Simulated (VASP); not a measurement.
# TbO (Cmcm) in VASP: further runs

Runs on TbO. Level: PBE. Tasks: single point.

Program: VASP 6.6.1. These are calculated values, not measurements. Logs are shortened: lines on timing, memory, paths and dates and some standing lists are left out, and cuts for length are marked.

### Step 1. The cell of the first run

Symmetry: Cmcm, No. 63, orthorhombic system. The conventional cell has a = 3.267 Å, b = 13.142 Å, c = 3.254 Å, α = 90.00°, β = 90.00°, γ = 90.00°. Within 3.1 Å of Tb (site symmetry m2m) lie 5 O at 2.36 to 2.37 Å. O (site symmetry m2m) has 5 Tb at 2.36 to 2.37 Å and 4 O at 2.93 Å within 3.1 Å.

The cell was generated, and may not be a known phase.

### Step 2. Single point, PBE

INCAR

```
ALGO = Normal
EDIFF = 1E-6
ENCUT = 600
GGA = PE
GGA_COMPAT = False
ISIF = 2
ISMEAR = 0
LASPH = True
LCHARG = False
LMAXMIX = 6
LREAL = False
LWAVE = False
NBANDS = 23
NELM = 200
PREC = Accurate
SIGMA = 0.1
```

KPOINTS

```
k-points
0
Gamma
  4 4 4
```

POSCAR

```
TbO
1.0
    1.6335776933     -6.5708976510      0.0000000000
    1.6335776933      6.5708976510      0.0000000000
    0.0000000000      0.0000000000      3.2536210186
Tb O
2 2
Direct
    0.1394703415      0.8605296585      0.7500000000
    0.8605296585      0.1394703415      0.2500000000
    0.3190886683      0.6809113317      0.7500000000
    0.6809113317      0.3190886683      0.2500000000
```

Potentials or basis: VASP PAW PBE potentials, release 64 (Tb_3, O), 4f in core.

On the command line:

```console
cat potpaw_PBE.64/Tb_3/POTCAR potpaw_PBE.64/O/POTCAR > POTCAR
mpirun -np 1 vasp_std > vasp.out
```

OUTCAR:

```text
EDIFF = 1E-6
   ENCUT = 600
   GGA = PE
   ISIF = 2
   ISMEAR = 0
   LASPH = True
   LREAL = False
   NELM = 200
   PREC = Accurate

 ion  position               nearest neighbor table
   1  0.139  0.861  0.750-   3 2.36   4 2.37   4 2.37   4 2.37   4 2.37   2 3.71   2 3.71   2 3.71
                             2 3.71
   2  0.861  0.139  0.250-   4 2.36   3 2.37   3 2.37   3 2.37   3 2.37   1 3.71   1 3.71   1 3.71
                             1 3.71
   3  0.319  0.681  0.750-   1 2.36   2 2.37   2 2.37   2 2.37   2 2.37
   4  0.681  0.319  0.250-   2 2.36   1 2.37   1 2.37   1 2.37   1 2.37

  LATTYP: Found a base centered orthorhombic cell.
 ALAT       =     3.2671553866
 B/A-ratio  =     4.0223967785
 C/A-ratio  =     0.9958574459

  Lattice vectors:

 A1 = (   1.6335776933,  -6.5708976510,   0.0000000000)
 A2 = (   1.6335776933,   6.5708976510,   0.0000000000)
 A3 = (   0.0000000000,   0.0000000000,   3.2536210186)

Analysis of symmetry for initial positions (statically):
=====================================================================
 Subroutine PRICEL returns:
 Original cell was already a primitive cell.

 Routine SETGRP: Setting up the symmetry group for a
 base centered orthorhombic supercell.

 Subroutine GETGRP returns: Found  8 space group operations
 (whereof  4 operations were pure point group operations)
 out of a pool of  8 trial point group operations.

The static configuration has the point symmetry C_2h.
 The point group associated with its full space group is D_2h.

Analysis of symmetry for dynamics (positions and initial velocities):
=====================================================================
 Subroutine PRICEL returns:
 Original cell was already a primitive cell.

 Routine SETGRP: Setting up the symmetry group for a
 base centered orthorhombic supercell.

 Subroutine GETGRP returns: Found  8 space group operations
 (whereof  4 operations were pure point group operations)
 out of a pool of  8 trial point group operations.

The dynamic configuration has the point symmetry C_2h.
 The point group associated with its full space group is D_2h.

 Subroutine INISYM returns: Found  8 space group operations
 (whereof  4 operations are pure point group operations),
 and found     1 'primitive' translations

----------------------------------------------------------------------------------------

                                     Primitive cell

  volume of cell :      69.8492

  direct lattice vectors                    reciprocal lattice vectors
     1.633577693 -6.570897651  0.000000000     0.306076657 -0.076093104  0.000000000
     1.633577693  6.570897651  0.000000000     0.306076657  0.076093104  0.000000000
     0.000000000  0.000000000  3.253621019     0.000000000  0.000000000  0.307349871

  length of vectors
     6.770913677  6.770913677  3.253621019     0.315393533  0.315393533  0.307349871

  position of ions in fractional coordinates (direct lattice)
     0.139470342  0.860529658  0.750000000
     0.860529658  0.139470342  0.250000000
     0.319088668  0.680911332  0.750000000
     0.680911332  0.319088668  0.250000000

  ion indices of the primitive-cell ions
   primitive index   ion index
                 1           1
                 2           2
                 3           3
                 4           4

----------------------------------------------------------------------------------------

 KPOINTS: k-points

Automatic generation of k-mesh.
 Grid dimensions read from file:
 generate k-points for:    4    4    4

 Generating k-lattice:

  Cartesian coordinates                     Fractional coordinates (reciprocal lattice)
     0.076519164 -0.019023276  0.000000000     0.250000000 -0.000000000  0.000000000
     0.076519164  0.019023276  0.000000000    -0.000000000  0.250000000  0.000000000
     0.000000000  0.000000000  0.076837468     0.000000000  0.000000000  0.250000000

  Length of vectors
     0.078848383  0.078848383  0.076837468

  Shift w.r.t. Gamma in fractional coordinates (k-lattice)
     0.000000000  0.000000000  0.000000000

 Subroutine IBZKPT returns following result:
 ===========================================

 Found     21 irreducible k-points:

 Following reciprocal coordinates:
            Coordinates               Weight
  0.000000  0.000000  0.000000      1.000000
  0.250000 -0.000000  0.000000      4.000000
  0.500000 -0.000000  0.000000      2.000000
  0.250000  0.250000  0.000000      2.000000
  0.500000  0.250000  0.000000      4.000000
 -0.250000  0.250000  0.000000      2.000000
[... 13 lines left out ...]
 -0.250000  0.250000  0.500000      2.000000
  0.500000  0.500000  0.500000      1.000000
   k-points           NKPTS =     21   k-points in BZ     NKDIM =     21   number of bands    NBANDS=     23
   number of dos      NEDOS =    301   number of ions     NIONS =      4
   total plane-waves  NPLWV =  81648
   dimension x,y,z NGX =    54 NGY =   54 NGZ =   28
   dimension x,y,z NGXF=   108 NGYF=  108 NGZF=   56
   ions per type =               2   2
   NGX,Y,Z   is equivalent  to a cutoff of  13.26, 13.26, 14.31 a.u.
   NGXF,Y,Z  is equivalent  to a cutoff of  26.52, 26.52, 28.61 a.u.
 SYSTEM =  unknown system
   PREC   = accura    normal or accurate (medium, high low for compatibility)
   ISTART =      0    job   : 0-new  1-cont  2-samecut
   ICHARG =      2    charge: 1-file 2-atom 10-const
   ISPIN  =      1    spin polarized calculation?
   LNONCOLLINEAR =      F non collinear calculations
   LSORBIT =      F    spin-orbit coupling
   LASPH  =      T    aspherical Exc in radial PAW
   ENCUT  =  600.0 eV  44.10 Ry    6.64 a.u.  13.52 13.52  6.50*2*pi/ulx,y,z
   NELM   =    200;   NELMIN=  2; NELMDL= -5     # of ELM steps
   EDIFF  = 0.1E-05   stopping-criterion for ELM
   LREAL  =      F    real-space projection
   EDIFFG = 0.1E-04   stopping-criterion for IOM
   NSW    =      0    number of steps for IOM
   IBRION =     -1    ionic relax: 0-MD 1-quasi-New 2-CG
   NFREE  =      0    steps in history (QN), initial steepest desc. (CG)
   ISIF   =      2    stress and relaxation
   ISYM   =      2    0-nonsym 1-usesym 2-fastsym
   POTIM  = 0.5000    time-step for ionic-motion
   TEBEG  =    0.0;   TEEND  =   0.0 temperature during run
   PSTRESS=    0.0 pullay stress
   NELECT =      30.0000    total number of electrons
   NUPDOWN=      -1.0000    fix difference up-down
   EMIN   =  10.00;   EMAX   =-10.00  energy-range for DOS
   EFERMI =   0.00;   METHOD = LEGACY
   ISMEAR =     0;   SIGMA  =   0.10  broadening in eV -4-tet -1-fermi 0-gaus
   EFERMI_NEDOS =   21; number of points for ismear=-14 and -15
   IALGO  =     38    algorithm
   IMIX   =      4    mixing-type and parameters
     AMIX     =   0.40;   BMIX     =  1.00
     AMIX_MAG =   1.60;   BMIX_MAG =  1.00
  volume/ion in A,a.u.               =      17.46       117.84
  Fermi-wavevector in a.u.,A,eV,Ry     =   1.235174  2.334140 20.757790  1.525654
  Thomas-Fermi vector in A             =   2.369834
   LORBIT       =      0    0 simple, 1 ext, 2 COOP (PROOUT), +10 PAW based schemes
   GGA     = PE    functional components
   LHFCALC =     F    Hartree Fock is set to
   AEXX    =    0.0000 exact exchange contribution
   IVDW    =     0    specifies the selected vdW correction
   LEPSILON=     F    determine dielectric tensor
   LRPA    =     F    only Hartree local field effects (RPA)
 non-spin polarized calculation
 Gauss-broadening in eV      SIGMA  =   0.10
  energy-cutoff  :      600.00
  volume of cell :       69.85
 maximum number of plane-waves:      2358
   NGX = 27   NGY = 27   NGZ = 13

 number of electron      30.0000000 magnetization

 Free energy of the ion-electron system (eV)
  ---------------------------------------------------
  ext. energy  EPLUGINS =         0.00000000
  ---------------------------------------------------
  free energy    TOTEN  =       -30.06810914 eV

  energy without entropy =      -30.05517849  energy(sigma->0) =      -30.06164381

 E-fermi :   4.9613     XC(G=0): -10.5191

 val. band max:        4.9154291744   @ k =   0.2500  -0.0000   0.5000
 cond. band min:       5.0275436511   @ k =   0.5000   0.2500   0.0000
 fundamental gap:      0.1121144767
 Fermi energy:         4.9612981612

 k-point     1 :       0.0000    0.0000    0.0000
  band No.  band energies     occupation
      1     -19.1834      2.00000
      2     -18.3209      2.00000
      3     -18.2972      2.00000
      4     -18.2739      2.00000
      5     -18.2167      2.00000
      6     -18.1771      2.00000
[... 15 lines left out ...]
     22       9.1589      0.00000
     23       9.5230      0.00000

 k-point     2 :       0.2500   -0.0000    0.0000
  band No.  band energies     occupation
      1     -19.3642      2.00000
      2     -19.1073      2.00000
      3     -18.6047      2.00000
      4     -18.3246      2.00000
      5     -18.1923      2.00000
      6     -18.1230      2.00000
[... 15 lines left out ...]
     22       9.4537      0.00000
     23       9.4792      0.00000

 k-point     3 :       0.5000   -0.0000    0.0000
  band No.  band energies     occupation
      1     -19.7648      2.00000
      2     -19.7567      2.00000
      3     -18.4999      2.00000
      4     -18.4218      2.00000
      5     -18.0931      2.00000
      6     -18.0835      2.00000
[... 15 lines left out ...]
     22       9.5001      0.00000
     23      11.2018      0.00000

 k-point     4 :       0.2500    0.2500    0.0000
  band No.  band energies     occupation
      1     -19.7685      2.00000
      2     -19.7530      2.00000
      3     -18.5012      2.00000
      4     -18.4207      2.00000
      5     -18.0931      2.00000
      6     -18.0835      2.00000
[... 15 lines left out ...]
     22       9.8607      0.00000
     23      10.0574      0.00000

 k-point     5 :       0.5000    0.2500    0.0000
  band No.  band energies     occupation
      1     -19.3445      2.00000
      2     -19.1180      2.00000
      3     -18.5625      2.00000
      4     -18.3858      2.00000
      5     -18.1854      2.00000
      6     -18.1300      2.00000
[... 15 lines left out ...]
     22       9.0345      0.00000
     23       9.0656      0.00000

 k-point     6 :      -0.2500    0.2500    0.0000
  band No.  band energies     occupation
      1     -19.1498      2.00000
      2     -18.3688      2.00000
      3     -18.3008      2.00000
      4     -18.2691      2.00000
      5     -18.2130      2.00000
      6     -18.1820      2.00000
[... 15 lines left out ...]
     22       9.4971      0.00000
     23       9.6282      0.00000

 k-point     7 :       0.5000    0.5000    0.0000
  band No.  band energies     occupation
      1     -19.1119      2.00000
      2     -18.4208      2.00000
      3     -18.3041      2.00000
      4     -18.2637      2.00000
      5     -18.2096      2.00000
      6     -18.1875      2.00000
[... 275 lines left out ...]
     22       9.9105      0.00000
     23      12.0916      0.00000

 k-point    18 :       0.2500    0.2500    0.5000
  band No.  band energies     occupation
      1     -19.1023      2.00000
      2     -19.1023      2.00000
      3     -18.9551      2.00000
      4     -18.9551      2.00000
      5     -18.4717      2.00000
      6     -18.4717      2.00000
[... 15 lines left out ...]
     22      10.1518      0.00000
     23      12.0917      0.00000

 k-point    19 :       0.5000    0.2500    0.5000
  band No.  band energies     occupation
      1     -19.4556      2.00000
      2     -19.4556      2.00000
      3     -18.5878      2.00000
      4     -18.5878      2.00000
      5     -18.4285      2.00000
      6     -18.4285      2.00000
[... 15 lines left out ...]
     22       9.7988      0.00000
     23      10.2527      0.00000

 k-point    20 :      -0.2500    0.2500    0.5000
  band No.  band energies     occupation
      1     -19.7552      2.00000
      2     -19.7552      2.00000
      3     -18.4564      2.00000
      4     -18.4564      2.00000
      5     -18.1149      2.00000
      6     -18.1149      2.00000
[... 15 lines left out ...]
     22       9.0415      0.00000
     23      11.3633      0.00000

 k-point    21 :       0.5000    0.5000    0.5000
  band No.  band energies     occupation
      1     -19.7637      2.00000
      2     -19.7637      2.00000
      3     -18.4434      2.00000
      4     -18.4434      2.00000
      5     -18.1149      2.00000
      6     -18.1149      2.00000
[... 15 lines left out ...]
     22       8.9862      0.00000
     23      10.3530      0.00000

------------------------ aborting loop because EDIFF is reached ----------------------------------------

  FORCE on cell =-STRESS in cart. coord.  units (eV):
  Direction    XX          YY          ZZ          XY          YZ          ZX
  --------------------------------------------------------------------------------------
  -------------------------------------------------------------------------------------
  Total        0.2360330      0.2850154      0.2506759      0.0000000      0.0000000      0.0000000
  in kB        5.4140448      6.5375861      5.7499185      0.0000000      0.0000000      0.0000000
  external PRESSURE =       5.9005165 kB  Pullay stress =       0.0000000 kB

 VOLUME and BASIS-vectors are now :
 -----------------------------------------------------------------------------
  energy-cutoff  :      600.00
  volume of cell :       69.85
      direct lattice vectors                 reciprocal lattice vectors
     1.633577693 -6.570897651  0.000000000     0.306076657 -0.076093104  0.000000000
     1.633577693  6.570897651  0.000000000     0.306076657  0.076093104  0.000000000
     0.000000000  0.000000000  3.253621019     0.000000000  0.000000000  0.307349871

 POSITION                                       TOTAL-FORCE (eV/Angst)
 -----------------------------------------------------------------------------------
      1.63358      4.73801      2.44022         0.000000      0.086713     -0.000000
      1.63358     -4.73801      0.81341         0.000000     -0.086713     -0.000000
      1.63358      2.37750      2.44022         0.000000     -0.033717      0.000000
      1.63358     -2.37750      0.81341         0.000000      0.033717     -0.000000
 -----------------------------------------------------------------------------------
    total drift:                                0.000000      0.000000     -0.000000

  FREE ENERGIE OF THE ION-ELECTRON SYSTEM (eV)
  ---------------------------------------------------
  free  energy   TOTEN  =       -30.0681091350 eV

  energy  without entropy=      -30.0551784933  energy(sigma->0) =      -30.06164381
```

Wall time 50 s (1 thread of AMD EPYC 9R45 (Zen 5), shared host); peak memory 0.25 GiB.

What came out:

```yaml
Free_energy: -30.0681 eV
Pressure: 0.6 GPa
Largest_force: 0.087 eV/Å
Band_gap_on_the_k_mesh: zero (bands 15 and 16 overlap by 2.56 eV)
```

Forces in eV/Å, atoms in the order of the input:
```
Tb   0.000  0.087  0.000
Tb   0.000 -0.087  0.000
O    0.000 -0.034  0.000
O    0.000  0.034  0.000
```

Stress tensor (GPa, compression positive):
```
0.54 0.00 0.00
0.00 0.65 0.00
0.00 0.00 0.57
```

Caveat: the k points lie up to 0.50 Å⁻¹ apart, too coarse for converged energies and pressures of a metal; spin-orbit coupling is left out, which moves the levels of the heavy elements; the 4f electrons are frozen in the core, so they carry no moment and show no levels; the run has no spin polarisation, though such a crystal can be magnetic.

### Step 3. Single point, PBE

This run uses another cell than the first one, of 21.28 Å³/atom.

INCAR

```
SYSTEM = TbO
PREC = Accurate
ENCUT = 600
EDIFF = 1E-6
ISMEAR = 0
SIGMA = 0.1
LREAL = .FALSE.
LASPH = .TRUE.
NELM = 200
ALGO = Normal
ISIF = 2
LWAVE = .FALSE.
LCHARG = .FALSE.
GGA = PE
NBANDS = 23
GGA_COMPAT = .FALSE.
LMAXMIX = 6
```

KPOINTS

```
Automatic mesh
0
G
  4 4 4
  0 0 0
```

POSCAR

```
TbO
1.0
    2.1998145600     -5.1441620400      0.0000000000
    2.1998145600      5.1441620400      0.0000000000
    0.0000000000      0.0000000000      3.7613652000
Tb O
2 2
Direct
    0.1382600100      0.8617399900      0.7500000000
    0.8617399900      0.1382600100      0.2500000000
    0.4306510100      0.5693489900      0.7500000000
    0.5693489900      0.4306510100      0.2500000000
```

Potentials or basis: VASP PAW PBE potentials, release 64 (Tb_3, O), 4f in core.

On the command line:

```console
cat potpaw_PBE.64/Tb_3/POTCAR potpaw_PBE.64/O/POTCAR > POTCAR
mpirun -np 1 vasp_std > vasp.out
```

It took 53 s on 1 thread of AMD EPYC 9R45 (Zen 5), shared host; peak memory 0.23 GiB.

The run converged. Its results:

```
Free energy            : -22.5565 eV
Pressure               : -16.8 GPa
Largest force          : 3.177 eV/Å
Band gap on the k mesh : zero (bands 15 and 16 overlap by 1.05 eV)
```

Forces on the atoms (eV/Å):
```
Tb   0.000  0.414  0.000
Tb   0.000 -0.414  0.000
O    0.000  3.177  0.000
O    0.000 -3.177  0.000
```

Stress tensor (GPa, compression positive):
```
-36.60   0.00   0.00
  0.00  -9.67   0.00
  0.00   0.00  -4.18
```

Levels at points of the mesh, in eV from the Fermi level:
```csv
k point,band 12,band 13,band 14,band 15,band 16,band 17,band 18,band 19
"(0.00, 0.00, 0.00)",-2.49,-2.12,-1.79,-0.94,-0.68,1.16,1.25,1.78
"(0.50, 0.00, 0.00)",-3.10,-2.23,-1.07,-0.04,0.44,1.60,1.82,1.84
"(0.50, 0.50, 0.00)",-3.18,-2.00,-1.28,-0.67,-0.37,0.96,1.71,1.98
"(0.00, 0.00, 0.50)",-3.41,-1.71,-1.71,0.18,0.18,1.33,1.33,2.33
"(0.50, 0.00, 0.50)",-3.27,-1.39,-1.39,-0.11,-0.11,1.55,1.55,2.62
"(0.50, 0.50, 0.50)",-3.21,-1.19,-1.19,0.04,0.04,1.65,1.65,1.74
```

Caveat: the k points lie up to 0.42 Å⁻¹ apart, too coarse for converged energies and pressures of a metal; spin-orbit coupling is left out, which moves the levels of the heavy elements; the 4f electrons are frozen in the core, so they carry no moment and show no levels; the run has no spin polarisation, though such a crystal can be magnetic; forces of over 1 eV/Å act on the atoms, so gaps and moduli don't describe the material at rest.

The gap in the log of VASP goes by the Fermi energy; the results here count the filled bands.